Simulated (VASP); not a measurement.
BeTe:

```xyz
2
Lattice="0.0000 2.7883 2.7883 2.7883 0.0000 2.7883 2.7883 2.7883 0.0000" Properties=species:S:1:pos:R:3 pbc="T T T"
Te    4.1825    4.1825    4.1825
Be    0.0000    0.0000    0.0000
```

This cell differs from its parent crystal: volume scaled by 1.02.

Program: VASP 6.6.1. Alike in all runs: task single point; potentials or basis VASP PAW PBE potentials, release 64 (Te, Be); no spin polarisation; cell as given; k mesh 8 × 8 × 8; cutoff (eV) 520; smearing fermi-dirac 0.05 eV.

Problem. Order these runs on this cell by their band gap on the k mesh, lowest first.
A. level RPBE+D4
B. level PBEsol
C. level r2SCAN

Solution. B (1.78 eV), A (1.99 eV), C (2.26 eV).

Caveats: spin-orbit coupling is left out, which moves the levels of the heavy elements.

A k mesh can miss the band edges.
